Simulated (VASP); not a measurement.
# GaGe: single point with PBEsol

GaGe:

```
Ga Ge
1.0
     0.00000    3.04274    2.89784
     3.04274    0.00000    2.89784
     3.04274    3.04274    0.00000
Ga Ge
1 1
Direct
  0.75000 0.75000 0.75000
  0.00000 0.00000 0.00000
```

This cell differs from its parent crystal: strain +0.050 along x and y, +0.000 along z.

```
Program             : VASP 6.6.1
Task                : single point
Functional          : PBEsol
Potentials or basis : VASP PAW PBE potentials, release 64 (Ga_d, Ge_d)
Cutoff              : 520 eV
k mesh              : 14 × 14 × 14
Occupations         : gaussian, width 0.15 eV
Spin                : no spin polarisation
```

```
Pressure : -5.9 GPa
```

Stress tensor (GPa, compression positive):
```
-6.05  0.00  0.00
 0.00 -6.05  0.00
 0.00  0.00 -5.67
```

Levels at points of the mesh, in eV from the Fermi level:
```
           k point  band 12  band 13  band 14  band 15  band 16  band 17
(0.00, 0.00, 0.00)     1.14     1.45     1.45     1.72     4.08     4.24
(0.50, 0.00, 0.00)    -5.07     0.20     0.56     1.59     4.99     5.31
(0.50, 0.50, 0.00)    -5.41    -1.28    -1.28     2.06     2.07    10.15
(0.50, 0.00, 0.50)    -5.64    -0.99    -0.96     2.36     2.44     9.93
```

Wall time 4.5 min on 1 thread of AMD EPYC 7R13, on a shared host, peak memory 0.35 GiB.

Caveat: the cell differs from its parent crystal (strain +0.050 along x and y, +0.000 along z); the PAW data sets were made with another functional, which shifts forces and pressure a little.
